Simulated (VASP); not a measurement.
# Al (Immm) in VASP: notebook, part 2 of 2

VASP 6.6.1. Earlier steps stand in the parts before.

## 5. Single point, PBEsol (strain +0.1312 x Voigt [0, 0, 0, 0, 1, 0])

INCAR

```
SYSTEM = Al
PREC     = Accurate       ! precision mode
ENCUT    = 520            ! plane-wave cutoff, eV
EDIFF    = 1E-7           ! SCF threshold, eV
ISMEAR   = 0              ! smearing method
SIGMA    = 0.15           ! smearing width, eV
LREAL    = .FALSE.        ! projectors in reciprocal space
LASPH    = .TRUE.         ! aspherical terms in the spheres
NELM     = 100            ! most SCF steps
ALGO     = Normal         ! electronic algorithm
ISIF     = 2              ! what is computed and relaxed
LWAVE    = .FALSE.        ! write WAVECAR
LCHARG   = .TRUE.         ! write CHGCAR
GGA      = PS             ! functional
LELF     = .TRUE.         ! ELF
LVHAR    = .TRUE.       
NBANDS   = 8              ! bands
```

KPOINTS

```
regular mesh
0
G
  20 20 20
  0 0 0
```

POSCAR

```
Al
1.0
    0.1327730880      2.0239800000      2.0239800000
    2.1567530880      0.0000000000      2.1567530880
    2.0239800000      2.0239800000      0.1327730880
Al
1
Direct
    0.0000000000      0.0000000000      0.0000000000
```

Potentials or basis: VASP PAW PBE potentials, release 64 (Al).

Launch:

```
$ cat potpaw_PBE.64/Al/POTCAR > POTCAR
$ mpirun -np 1 vasp_std > vasp.out
```

OUTCAR:

```text
SYSTEM = Al
   PREC = Accurate
   ENCUT = 520
   EDIFF = 1E-7
   ISMEAR = 0
   LREAL = .FALSE.
   LASPH = .TRUE.
   NELM = 100
   ISIF = 2
   GGA = PS

 ion  position               nearest neighbor table
   1  0.000  0.000  0.000-

  LATTYP: Found a body centered orthorhombic cell.
 ALAT       =     2.6745704642
 B/A-ratio  =     1.1404109589
 C/A-ratio  =     1.5134991036

  Lattice vectors:

 A1 = (   0.1327730880,  -2.0239800000,   2.0239800000)
 A2 = (  -0.1327730880,  -2.0239800000,  -2.0239800000)
 A3 = (   2.0239800000,   2.0239800000,   0.1327730880)

Analysis of symmetry for initial positions (statically):
=====================================================================
 Subroutine PRICEL returns:
 Original cell was already a primitive cell.

 Routine SETGRP: Setting up the symmetry group for a
 body centered orthorhombic supercell.

 Subroutine GETGRP returns: Found  8 space group operations
 (whereof  8 operations were pure point group operations)
 out of a pool of  8 trial point group operations.

The static configuration has the point symmetry D_2h.

Analysis of symmetry for dynamics (positions and initial velocities):
=====================================================================
 Subroutine PRICEL returns:
 Original cell was already a primitive cell.

 Routine SETGRP: Setting up the symmetry group for a
 body centered orthorhombic supercell.

 Subroutine GETGRP returns: Found  8 space group operations
 (whereof  8 operations were pure point group operations)
 out of a pool of  8 trial point group operations.

The dynamic configuration has the point symmetry D_2h.

 Subroutine INISYM returns: Found  8 space group operations
 (whereof  8 operations are pure point group operations),
 and found     1 'primitive' translations

[... 108 lines left out ...]
   EFERMI_NEDOS =   21; number of points for ismear=-14 and -15
   IALGO  =     38    algorithm
   IMIX   =      4    mixing-type and parameters
     AMIX     =   0.40;   BMIX     =  1.00
     AMIX_MAG =   1.60;   BMIX_MAG =  1.00
  volume/ion in A,a.u.               =      16.51       111.42
  Fermi-wavevector in a.u.,A,eV,Ry     =   0.927235  1.752221 11.697820  0.859766
  Thomas-Fermi vector in A             =   2.053283
   LORBIT       =      0    0 simple, 1 ext, 2 COOP (PROOUT), +10 PAW based schemes
   GGA     = PS    functional components
   LHFCALC =     F    Hartree Fock is set to
   AEXX    =    0.0000 exact exchange contribution
   IVDW    =     0    specifies the selected vdW correction
   LEPSILON=     F    determine dielectric tensor
   LRPA    =     F    only Hartree local field effects (RPA)
 non-spin polarized calculation
 Gauss-broadening in eV      SIGMA  =   0.15
  energy-cutoff  :      520.00
  volume of cell :       16.51
 maximum number of plane-waves:       459
 NGX is ok and might be reduce to    24
   NGX = 11   NGY = 11   NGZ = 11

 number of electron       3.0000000 magnetization

 Free energy of the ion-electron system (eV)
  ---------------------------------------------------
  ext. energy  EPLUGINS =         0.00000000
  ---------------------------------------------------
  free energy    TOTEN  =        -4.06042225 eV

  energy without entropy =       -4.05582913  energy(sigma->0) =       -4.05812569

 E-fermi :   7.9362     XC(G=0): -10.2480

 val. band max:        7.9257675962   @ k =  -0.4500   0.3500  -0.0000
 cond. band min:       7.9386593551   @ k =   0.4500   0.0000   0.1500
 fundamental gap:      0.0128917588
 Fermi energy:         7.9361573525

 k-point     1 :       0.0000    0.0000    0.0000
  band No.  band energies     occupation
      1      -3.1927      2.00000
      2      18.6115      0.00000
      3      19.8783      0.00000
      4      20.0985      0.00000
      5      20.6496      0.00000
      6      22.7651      0.00000
      7      24.4096      0.00000
      8      26.0630      0.00000
[... 243 lines left out ...]
 k-point    24 :      -0.4000    0.0500    0.0000
  band No.  band energies     occupation
      1       1.8796      2.00000
      2       6.7131      2.00000
      3      15.9032      0.00000
      4      18.4341      0.00000
      5      19.1892      0.00000
      6      20.2217      0.00000
      7      22.8119      0.00000
      8      23.9109      0.00000

 [... further k-points ...]
[... 5 lines left out ...]
  --------------------------------------------------------------------------------------
  -------------------------------------------------------------------------------------
  Total        0.0541842     -0.1537323      0.0541842      0.0000000      0.0000000     -0.5453328
  in kB        5.2578446    -14.9176350      5.2578446      0.0000000      0.0000000    -52.9171583
  external PRESSURE =      -1.4673153 kB  Pullay stress =       0.0000000 kB

 VOLUME and BASIS-vectors are now :
 -----------------------------------------------------------------------------
  energy-cutoff  :      520.00
  volume of cell :       16.51
      direct lattice vectors                 reciprocal lattice vectors
     0.132773088  2.023980000  2.023980000    -0.264381436  0.247038014  0.264381436
     2.156753088  0.000000000  2.156753088     0.231829968 -0.247038014  0.231829968
     2.023980000  2.023980000  0.132773088     0.264381436  0.247038014 -0.264381436

 POSITION                                       TOTAL-FORCE (eV/Angst)
 -----------------------------------------------------------------------------------
      0.00000      0.00000      0.00000         0.000000      0.000000      0.000000
 -----------------------------------------------------------------------------------
    total drift:                               -0.000000      0.000000     -0.000000

  FREE ENERGIE OF THE ION-ELECTRON SYSTEM (eV)
  ---------------------------------------------------
  free  energy   TOTEN  =        -4.0604222545 eV

  energy  without entropy=       -4.0558291258  energy(sigma->0) =       -4.05812569
```

OSZICAR:

```text
N       E                     dE             d eps       ncg     rms          rms(c)
DAV:   1    -0.263289134278E+01   -0.26329E+01   -0.87563E+02 18736   0.205E+02
DAV:   2    -0.408156354173E+01   -0.14487E+01   -0.13901E+01 25960   0.188E+01
DAV:   3    -0.408904627132E+01   -0.74827E-02   -0.74756E-02 24400   0.152E+00
DAV:   4    -0.408906364326E+01   -0.17372E-04   -0.17371E-04 28464   0.632E-02
DAV:   5    -0.408906367619E+01   -0.32932E-07   -0.34245E-07 24912   0.164E-03    0.142E+00
DAV:   6    -0.407193253171E+01    0.17131E-01   -0.21277E-03 23984   0.188E-01    0.810E-01
DAV:   7    -0.406044475322E+01    0.11488E-01   -0.57699E-03 24248   0.303E-01    0.165E-01
DAV:   8    -0.406042313395E+01    0.21619E-04   -0.34866E-05 27920   0.339E-02    0.108E-02
DAV:   9    -0.406042237913E+01    0.75482E-06   -0.56279E-07 25408   0.365E-03    0.144E-03
DAV:  10    -0.406042226633E+01    0.11281E-06   -0.33492E-08 24312   0.678E-04    0.391E-04
DAV:  11    -0.406042225451E+01    0.11820E-07   -0.68875E-10 13496   0.157E-04
   1 F= -.40604223E+01 E0= -.40581257E+01  d E =-.459313E-02
```

Wall time 95 s (1 thread of AMD EPYC 9R45 (Zen 5), shared host); peak memory 0.21 GiB.

What came out:

```
Free energy            : -4.0604 eV
Pressure               : -0.1 GPa
Band gap on the k mesh : zero (an odd number of electrons rules out a gap without spin polarisation)
```

Caveat: the cell differs from its parent crystal (strain +0.1312 x Voigt [0, 0, 0, 0, 1, 0]); the PAW data sets were made with another functional, which shifts forces and pressure a little.

## 6. Summary

```tsv
cell	gap on the mesh (eV)	pressure (GPa)
a = 2.864, b = 2.996 Å, angles 58.5, 56.9, 58.5°, 1 atom	none	-1.0
a = 2.866, b = 2.648 Å, angles 62.5, 64.9, 62.5°, 1 atom	none	0.4
a = 2.865, b = 3.023 Å, angles 58.1, 56.3, 58.1°, 1 atom	none	-0.6
a = 2.865, b = 3.050 Å, angles 57.8, 55.6, 57.8°, 1 atom	none	-0.1
```

Alike in all rows: task single point; level PBEsol; potentials or basis VASP PAW PBE potentials, release 64 (Al); no spin polarisation; k mesh 20 × 20 × 20; cutoff (eV) 520; smearing gaussian 0.15 eV.

Caveats: the PAW data sets were made with another functional, which shifts forces and pressure a little.

Total energies depend on the potentials used, so only differences within one code and one set of settings carry meaning.
